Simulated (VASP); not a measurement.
# VMo3Se8 (P-3m1) in VASP: single point with PBE

Aim: the single point of VMo3Se8 with PBE.

Program: VASP 6.6.1. These are calculated values, not measurements. Logs are shortened: lines on timing, memory, paths and dates and some standing lists are left out, and cuts for length are marked.

**1. The cell of the first run**

It takes space group P-3m1 (No. 164, trigonal). The conventional cell has a = 3.593 Å, b = 3.593 Å, c = 26.280 Å, α = 90.00°, β = 90.00°, γ = 120.00°. V (site symmetry -3m) has 6 Se at 2.65 Å and 6 V at 3.59 Å within 3.6 Å. Mo (site symmetry 3m) has 6 Se at 2.65 Å and 6 Mo at 3.59 Å within 3.6 Å. Mo (site symmetry -3m) has 6 Se at 2.65 Å and 6 Mo at 3.59 Å within 3.6 Å. Se (site symmetry 3m) has 3 Mo at 2.65 Å and 6 Se at 3.59 Å within 3.6 Å. Within 3.6 Å of Se (site symmetry 3m) lie 3 Mo at 2.65 Å and 6 Se at 3.59 Å. Within 3.6 Å of Se (site symmetry 3m) lie 3 Mo at 2.65 Å and 6 Se at 3.59 Å. Se (site symmetry 3m) has 3 V at 2.65 Å and 6 Se at 3.59 Å within 3.6 Å.

**2. Single point, PBE, collinear spin, ferromagnetic start**

Input file INCAR:

```
  PREC = Accurate
  ENCUT = 520
  EDIFF = 1E-6
  ISMEAR = 0
  SIGMA = 0.1
  LREAL = False
  LASPH = True
  NELM = 150
  ALGO = Normal
  ISIF = 2
  LWAVE = False
  LCHARG = False
  ISPIN = 2
  MAGMOM = 2 1 1 1 0 0 0 0 0 0 0 0
  LORBIT = 11
  LMAXMIX = 4
  GGA = PE
  NBANDS = 68
```

Input file KPOINTS:

```
regular mesh
0
Gamma
  6 6 1
```

Input file POSCAR:

```
VMo3Se8
1.0
    3.5934671000      0.0000000000      0.0000000000
   -1.7967335500      3.1120338000      0.0000000000
    0.0000000000      0.0000000000     26.2799551300
V Mo Se
1 3 8
Direct
    0.0000000000      0.0000000000      0.5000000000
    0.0000000000      0.0000000000      0.7500000000
    0.0000000000      0.0000000000      0.0000000000
    0.0000000000      0.0000000000      0.2500000000
    0.3333333300      0.6666666700      0.8125000000
    0.3333333300      0.6666666700      0.0625000000
    0.3333333300      0.6666666700      0.3125000000
    0.3333333300      0.6666666700      0.5625000000
    0.6666666700      0.3333333300      0.9375000000
    0.6666666700      0.3333333300      0.1875000000
    0.6666666700      0.3333333300      0.4375000000
    0.6666666700      0.3333333300      0.6875000000
```

Potentials or basis: VASP PAW PBE potentials, release 64 (V_sv, Mo_sv, Se).

On the command line:

```
$ cat potpaw_PBE.64/V_sv/POTCAR potpaw_PBE.64/Mo_sv/POTCAR potpaw_PBE.64/Se/POTCAR > POTCAR
$ mpirun -np 1 vasp_std > vasp.out
```

OUTCAR:

```text
PREC = Accurate
   ENCUT = 520
   EDIFF = 1E-6
   ISMEAR = 0
   LREAL = False
   LASPH = True
   NELM = 150
   ISIF = 2
   ISPIN = 2
   LORBIT = 11
   GGA = PE

 ion  position               nearest neighbor table
   1  0.000  0.000  0.500-   8 2.65  11 2.65  11 2.65   8 2.65  11 2.65   8 2.65
   2  0.000  0.000  0.750-   5 2.65  12 2.65  12 2.65   5 2.65  12 2.65   5 2.65
   3  0.000  0.000  0.000-   6 2.65   9 2.65   9 2.65   6 2.65   9 2.65   6 2.65
   4  0.000  0.000  0.250-   7 2.65  10 2.65  10 2.65   7 2.65  10 2.65   7 2.65
   5  0.333  0.667  0.812-   2 2.65   2 2.65   2 2.65
   6  0.333  0.667  0.062-   3 2.65   3 2.65   3 2.65
   7  0.333  0.667  0.312-   4 2.65   4 2.65   4 2.65
   8  0.333  0.667  0.562-   1 2.65   1 2.65   1 2.65
   9  0.667  0.333  0.938-   3 2.65   3 2.65   3 2.65
  10  0.667  0.333  0.188-   4 2.65   4 2.65   4 2.65
  11  0.667  0.333  0.438-   1 2.65   1 2.65   1 2.65
  12  0.667  0.333  0.688-   2 2.65   2 2.65   2 2.65

  LATTYP: Found a hexagonal cell.
 ALAT       =     3.5934671000
 C/A-ratio  =     7.3132588663

  Lattice vectors:

 A1 = (   3.5934671000,   0.0000000000,   0.0000000000)
 A2 = (  -1.7967335500,   3.1120338000,   0.0000000000)
 A3 = (   0.0000000000,   0.0000000000,  26.2799551300)

Analysis of symmetry for initial positions (statically):
=====================================================================
 Subroutine PRICEL returns:
 Original cell was already a primitive cell.

 Routine SETGRP: Setting up the symmetry group for a
 hexagonal supercell.

 Subroutine GETGRP returns: Found 12 space group operations
 (whereof 12 operations were pure point group operations)
 out of a pool of 24 trial point group operations.

The static configuration has the point symmetry D_3d.

Analysis of symmetry for dynamics (positions and initial velocities):
=====================================================================
 Subroutine PRICEL returns:
 Original cell was already a primitive cell.

 Routine SETGRP: Setting up the symmetry group for a
 hexagonal supercell.

 Subroutine GETGRP returns: Found 12 space group operations
 (whereof 12 operations were pure point group operations)
 out of a pool of 24 trial point group operations.

The dynamic configuration has the point symmetry D_3d.

Analysis of structural, dynamic, and magnetic symmetry:
=====================================================================
 Subroutine PRICEL returns:
 Original cell was already a primitive cell.

 Routine SETGRP: Setting up the symmetry group for a
 hexagonal supercell.

 Subroutine GETGRP returns: Found 12 space group operations
 (whereof 12 operations were pure point group operations)
 out of a pool of 24 trial point group operations.

The overall configuration has the point symmetry D_3d.

 Subroutine INISYM returns: Found 12 space group operations
 (whereof 12 operations are pure point group operations),
 and found     1 'primitive' translations

----------------------------------------------------------------------------------------

                                     Primitive cell

  volume of cell :     293.8885

  direct lattice vectors                    reciprocal lattice vectors
     3.593467100  0.000000000  0.000000000     0.278282776  0.160666635  0.000000000
    -1.796733550  3.112033800  0.000000000     0.000000000  0.321333271  0.000000000
     0.000000000  0.000000000 26.279955130     0.000000000  0.000000000  0.038051815

  length of vectors
     3.593467100  3.593467103 26.279955130     0.321333271  0.321333271  0.038051815

  position of ions in fractional coordinates (direct lattice)
     0.000000000  0.000000000  0.500000000
     0.000000000  0.000000000  0.750000000
     0.000000000  0.000000000  0.000000000
     0.000000000  0.000000000  0.250000000
     0.333333330  0.666666670  0.812500000
     0.333333330  0.666666670  0.062500000
     0.333333330  0.666666670  0.312500000
     0.333333330  0.666666670  0.562500000
     0.666666670  0.333333330  0.937500000
     0.666666670  0.333333330  0.187500000
     0.666666670  0.333333330  0.437500000
     0.666666670  0.333333330  0.687500000

  ion indices of the primitive-cell ions
   primitive index   ion index
                 1           1
                 2           2
                 3           3
                 4           4
                 5           5
                 6           6
                 7           7
                 8           8
                 9           9
                10          10
                11          11
                12          12

----------------------------------------------------------------------------------------

 KPOINTS: regular mesh

Automatic generation of k-mesh.
 Grid dimensions read from file:
 generate k-points for:    6    6    1

 Generating k-lattice:

  Cartesian coordinates                     Fractional coordinates (reciprocal lattice)
     0.046380463  0.026777773  0.000000000     0.166666667  0.000000000  0.000000000
     0.000000000  0.053555545  0.000000000     0.000000000  0.166666667  0.000000000
     0.000000000  0.000000000  0.038051815     0.000000000  0.000000000  1.000000000

  Length of vectors
     0.053555545  0.053555545  0.038051815

  Shift w.r.t. Gamma in fractional coordinates (k-lattice)
     0.000000000  0.000000000  0.000000000

 Subroutine IBZKPT returns following result:
 ===========================================

 Found      7 irreducible k-points:

 Following reciprocal coordinates:
            Coordinates               Weight
  0.000000  0.000000  0.000000      1.000000
  0.166667  0.000000  0.000000      6.000000
  0.333333  0.000000  0.000000      6.000000
  0.500000  0.000000  0.000000      3.000000
  0.166667  0.166667  0.000000      6.000000
  0.333333  0.166667  0.000000     12.000000
  0.333333  0.333333  0.000000      2.000000
   k-points           NKPTS =      7   k-points in BZ     NKDIM =      7   number of bands    NBANDS=     68
   number of dos      NEDOS =    301   number of ions     NIONS =     12
   total plane-waves  NPLWV = 153664
   dimension x,y,z NGX =    28 NGY =   28 NGZ =  196
   dimension x,y,z NGXF=    56 NGYF=   56 NGZF=  392
   ions per type =               1   3   8
   NGX,Y,Z   is equivalent  to a cutoff of  12.95, 12.95, 12.40 a.u.
   NGXF,Y,Z  is equivalent  to a cutoff of  25.91, 25.91, 24.80 a.u.
 SYSTEM =  unknown system
   PREC   = accura    normal or accurate (medium, high low for compatibility)
   ISTART =      0    job   : 0-new  1-cont  2-samecut
   ICHARG =      2    charge: 1-file 2-atom 10-const
   ISPIN  =      2    spin polarized calculation?
   LNONCOLLINEAR =      F non collinear calculations
   LSORBIT =      F    spin-orbit coupling
   LASPH  =      T    aspherical Exc in radial PAW
   ENCUT  =  520.0 eV  38.22 Ry    6.18 a.u.   6.68  6.68 48.86*2*pi/ulx,y,z
   NELM   =    150;   NELMIN=  2; NELMDL= -5     # of ELM steps
   EDIFF  = 0.1E-05   stopping-criterion for ELM
   LREAL  =      F    real-space projection
   EDIFFG = 0.1E-04   stopping-criterion for IOM
   NSW    =      0    number of steps for IOM
   IBRION =     -1    ionic relax: 0-MD 1-quasi-New 2-CG
   NFREE  =      0    steps in history (QN), initial steepest desc. (CG)
   ISIF   =      2    stress and relaxation
   ISYM   =      2    0-nonsym 1-usesym 2-fastsym
   POTIM  = 0.5000    time-step for ionic-motion
   TEBEG  =    0.0;   TEEND  =   0.0 temperature during run
   PSTRESS=    0.0 pullay stress
   NELECT =     103.0000    total number of electrons
   NUPDOWN=      -1.0000    fix difference up-down
   EMIN   =  10.00;   EMAX   =-10.00  energy-range for DOS
   EFERMI =   0.00;   METHOD = LEGACY
   ISMEAR =     0;   SIGMA  =   0.10  broadening in eV -4-tet -1-fermi 0-gaus
   EFERMI_NEDOS =   21; number of points for ismear=-14 and -15
   IALGO  =     38    algorithm
   IMIX   =      4    mixing-type and parameters
     AMIX     =   0.40;   BMIX     =  1.00
     AMIX_MAG =   1.60;   BMIX_MAG =  1.00
  volume/ion in A,a.u.               =      24.49       165.27
  Fermi-wavevector in a.u.,A,eV,Ry     =   1.154232  2.181182 18.126376  1.332251
  Thomas-Fermi vector in A             =   2.290870
   LORBIT       =     11    0 simple, 1 ext, 2 COOP (PROOUT), +10 PAW based schemes
   GGA     = PE    functional components
   LHFCALC =     F    Hartree Fock is set to
   AEXX    =    0.0000 exact exchange contribution
   IVDW    =     0    specifies the selected vdW correction
   LEPSILON=     F    determine dielectric tensor
   LRPA    =     F    only Hartree local field effects (RPA)
 spin polarized calculation
 Gauss-broadening in eV      SIGMA  =   0.10
  energy-cutoff  :      520.00
  volume of cell :      293.89
 maximum number of plane-waves:      7981
 NGX is ok and might be reduce to    28
   NGX = 13   NGY = 13   NGZ = 97

 number of electron     103.0000008 magnetization       1.1546452

 Free energy of the ion-electron system (eV)
  ---------------------------------------------------
  ext. energy  EPLUGINS =         0.00000000
  ---------------------------------------------------
  free energy    TOTEN  =       -74.41010577 eV

  energy without entropy =      -74.39416129  energy(sigma->0) =      -74.40213353

 E-fermi :   4.2886     XC(G=0):  -9.6416

 val. band max:        4.2654246450   @ k =   0.0000   0.0000   0.0000
 cond. band min:       4.2912296853   @ k =   0.0000   0.0000   0.0000
 fundamental gap:      0.0258050403
 Fermi energy:         4.2885908712

 spin component 1

 k-point     1 :       0.0000    0.0000    0.0000
  band No.  band energies     occupation
      1     -61.1462      1.00000
      2     -57.4471      1.00000
      3     -57.3979      1.00000
      4     -57.3979      1.00000
      5     -34.9596      1.00000
      6     -34.9596      1.00000
[... 451 lines left out ...]
     62       5.9840      0.00000
     63       6.5750      0.00000
 Fermi energy:         4.2885908712

 spin component 2

 k-point     1 :       0.0000    0.0000    0.0000
  band No.  band energies     occupation
      1     -59.6935      1.00000
      2     -57.4470      1.00000
      3     -57.4016      1.00000
      4     -57.4016      1.00000
      5     -33.5330      1.00000
      6     -33.5330      1.00000
[... 451 lines left out ...]
     62       6.4267      0.00000
     63       6.7166      0.00000
 [bands above 63 left out]

------------------------ aborting loop because EDIFF is reached ----------------------------------------

  FORCE on cell =-STRESS in cart. coord.  units (eV):
  Direction    XX          YY          ZZ          XY          YZ          ZX
  --------------------------------------------------------------------------------------
  -------------------------------------------------------------------------------------
  Total      -18.9275946    -18.9275947    -12.3982581      0.0000000      0.0000000      0.0000000
  in kB     -103.1866258   -103.1866260    -67.5909669      0.0000000      0.0000000      0.0000000
  external PRESSURE =     -91.3214062 kB  Pullay stress =       0.0000000 kB

 VOLUME and BASIS-vectors are now :
 -----------------------------------------------------------------------------
  energy-cutoff  :      520.00
  volume of cell :      293.89
      direct lattice vectors                 reciprocal lattice vectors
     3.593467100  0.000000000  0.000000000     0.278282776  0.160666635  0.000000000
    -1.796733550  3.112033800  0.000000000     0.000000000  0.321333271  0.000000000
     0.000000000  0.000000000 26.279955130     0.000000000  0.000000000  0.038051815

 POSITION                                       TOTAL-FORCE (eV/Angst)
 -----------------------------------------------------------------------------------
      0.00000      0.00000     13.13998         0.000000      0.000000     -0.000000
      0.00000      0.00000     19.70997         0.000000     -0.000000     -0.000224
      0.00000      0.00000      0.00000         0.000000      0.000000     -0.000000
      0.00000      0.00000      6.56999         0.000000      0.000000      0.000224
     -0.00000      2.07469     21.35246        -0.000000      0.000000     -0.805716
     -0.00000      2.07469      1.64250         0.000000     -0.000000     -0.808334
     -0.00000      2.07469      8.21249         0.000000      0.000000     -0.802806
     -0.00000      2.07469     14.78247         0.000000     -0.000000     -1.400718
      1.79673      1.03734     24.63746        -0.000000      0.000000      0.808334
      1.79673      1.03734      4.92749         0.000000     -0.000000      0.805716
      1.79673      1.03734     11.49748        -0.000000      0.000000      1.400718
      1.79673      1.03734     18.06747        -0.000000     -0.000000      0.802806
 -----------------------------------------------------------------------------------
    total drift:                               -0.000000      0.000000      0.000000

  FREE ENERGIE OF THE ION-ELECTRON SYSTEM (eV)
  ---------------------------------------------------
  free  energy   TOTEN  =       -74.4101057663 eV

  energy  without entropy=      -74.3941612944  energy(sigma->0) =      -74.40213353

 total charge

# of ion       s       p       d       tot
------------------------------------------
    1        2.206   6.142   2.874  11.223
    2        2.252   6.133   3.720  12.106
    3        2.252   6.133   3.721  12.106
    4        2.252   6.133   3.720  12.106
    5        1.477   2.263   0.045   3.785
    6        1.478   2.262   0.045   3.784
    7        1.480   2.256   0.045   3.781
    8        1.478   2.262   0.027   3.767
    9        1.478   2.262   0.045   3.784
   10        1.477   2.263   0.045   3.785
   11        1.478   2.262   0.027   3.767
   12        1.480   2.256   0.045   3.781
--------------------------------------------------
tot         20.787  42.627  14.359  77.773

 magnetization (x)

# of ion       s       p       d       tot
------------------------------------------
    1        0.019   0.009   1.399   1.427
    2       -0.000  -0.000  -0.005  -0.006
    3       -0.000   0.000   0.000   0.000
    4       -0.000  -0.000  -0.005  -0.006
    5       -0.000   0.000  -0.000   0.000
    6       -0.000   0.000   0.000   0.000
    7       -0.000  -0.001  -0.000  -0.002
    8       -0.003  -0.152   0.005  -0.151
    9       -0.000   0.000   0.000   0.000
   10       -0.000   0.000  -0.000   0.000
   11       -0.003  -0.152   0.005  -0.151
   12       -0.000  -0.001  -0.000  -0.002
--------------------------------------------------
tot          0.012  -0.298   1.397   1.111
```

Wall time 26 min (1 thread of Intel Xeon 8259CL, shared host); peak memory 0.6 GiB.

Results:

```yaml
Free_energy: -74.4101 eV
Pressure: -9.1 GPa
Largest_force: 1.401 eV/Å
Net_moment: 1.15 μB per cell
Site_moments: V +1.43; Mo -0.01, +0.00 (each value once); Se +0.00, -0.00, -0.15 (each value once) μB
Valence_electrons_inside_the_program's_atomic_spheres: V 11.22; Mo 12.11; Se 3.79, 3.78, 3.77 (each value once)
```

Forces in eV/Å, atoms in the order of the input:
```
V    0.000  0.000  0.000
Mo   0.000  0.000  0.000
Mo   0.000  0.000  0.000
Mo   0.000  0.000  0.000
Se   0.000  0.000 -0.806
Se   0.000  0.000 -0.808
Se   0.000  0.000 -0.803
Se   0.000  0.000 -1.401
Se   0.000  0.000  0.808
Se   0.000  0.000  0.806
Se   0.000  0.000  1.401
Se   0.000  0.000  0.803
```

Levels at points of the mesh, in eV from the Fermi level:
Spin up:
| k point | band 50 | band 51 | band 52 | band 53 | band 54 | band 55 |
| --- | --- | --- | --- | --- | --- | --- |
| (0.00, 0.00, 0.00) | -0.20 | -0.20 | -0.20 | -0.12 | -0.12 | -0.10 |
| (0.50, 0.00, 0.00) | -1.20 | -0.93 | -0.92 | -0.04 | 0.30 | 0.31 |
Spin down:
```csv
k point,band 47,band 48,band 49,band 50,band 51,band 52,band 53,band 54,band 55,band 56
"(0.00, 0.00, 0.00)",-0.44,-0.20,-0.20,-0.12,-0.12,-0.10,-0.10,-0.06,-0.02,0.28
"(0.50, 0.00, 0.00)",-1.36,-1.35,-1.21,-1.20,-1.06,0.31,0.33,0.36,0.36,0.92
```

Caveat: the cell stands under tension; this functional lacks dispersion, which binds layers or chains, so the pressure and a relaxed spacing across them are unreliable; forces of over 1 eV/Å act on the atoms, so gaps and moduli don't describe the material at rest. With open d or f shells a metallic result of PBE can be an artefact of self-interaction; +U or a hybrid may open a gap.
